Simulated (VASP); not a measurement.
Write the native input for VASP 6.6.1 that does the following.

| Item | Value |
| --- | --- |
| Task | single point |
| Functional | PBE0 |
| Potentials or basis | VASP PAW PBE potentials, release 64 (Sb, Ga_d) |
| Cutoff | 520 eV |
| k mesh | 4 × 4 × 4 |
| Occupations | fermi-dirac, width 0.05 eV |
| Spin | no spin polarisation |
| Dipole correction | no |
| Grid for exact exchange (PRECFOCK) | Normal |
| Further INCAR settings | ALGO = Normal; EDIFF = 1e-06; NBANDS = 16 |

GaSb:

```
CELL_PARAMETERS angstrom
0.00000 3.05900 3.05900
3.05900 0.00000 3.05900
3.05900 3.05900 0.00000
ATOMIC_POSITIONS crystal
Sb 0.75000 0.75000 0.75000
Ga 0.00000 0.00000 0.00000
```

The input as run:

POSCAR

```
GaSb
1.0
    0.0000000000      3.0590000000      3.0590000000
    3.0590000000      0.0000000000      3.0590000000
    3.0590000000      3.0590000000      0.0000000000
Sb Ga
1 1
Direct
    0.7500000000      0.7500000000      0.7500000000
    0.0000000000      0.0000000000      0.0000000000
```

INCAR.step1

```
PREC     = Accurate       # precision mode
ENCUT    = 520            # plane-wave cutoff, eV
EDIFF    = 1E-5           # SCF threshold, eV
ISMEAR   = -1             # smearing method
SIGMA    = 0.05           # smearing width, eV
LREAL    = F              # projectors in reciprocal space
LASPH    = T              # aspherical terms in the spheres
NELM     = 80             # most SCF steps
ALGO     = Normal         # electronic algorithm
ISIF     = 2              # what is computed and relaxed
LWAVE    = T              # write WAVECAR
LCHARG   = F              # write CHGCAR
NBANDS   = 16             # bands
GGA      = PE             # functional
```

INCAR.step2

```
PREC     = Accurate       # precision mode
ENCUT    = 520            # plane-wave cutoff, eV
EDIFF    = 1E-6           # SCF threshold, eV
ISMEAR   = -1             # smearing method
SIGMA    = 0.05           # smearing width, eV
LREAL    = F              # projectors in reciprocal space
LASPH    = T              # aspherical terms in the spheres
NELM     = 80             # most SCF steps
ALGO     = Normal         # electronic algorithm
ISIF     = 2              # what is computed and relaxed
LWAVE    = F              # write WAVECAR
LCHARG   = F              # write CHGCAR
GGA      = PE             # functional
LHFCALC  = T              # exact exchange
AEXX     = 0.25           # exact-exchange fraction
PRECFOCK = Normal       
NBANDS   = 16             # bands
ISTART   = 1
```

KPOINTS

```
Automatic mesh
0
Gamma
  4 4 4
```

Potentials or basis: VASP PAW PBE potentials, release 64 (Sb, Ga_d).

Run with:

```bash
$ cat potpaw_PBE.64/Sb/POTCAR potpaw_PBE.64/Ga_d/POTCAR > POTCAR
$ cp INCAR.step1 INCAR
$ mpirun -np 1 vasp_std > vasp.out
$ cp INCAR.step2 INCAR
$ mpirun -np 1 vasp_std > vasp.out
```

Results of the run:

```json
{
  "Pressure": "0.0 GPa",
  "Band gap on the k mesh": "1.60 eV, direct"
}
```

Caveat: the k points lie up to 0.44 Å⁻¹ apart; the PAW data sets were made with another functional, which shifts forces and pressure a little; spin-orbit coupling is left out, which moves the levels of the heavy elements.

Run time: 8.3 min on 1 thread of Intel(R) Xeon(R) Platinum 8488C (Sapphire Rapids), on a shared host, peak memory 0.19 GiB.
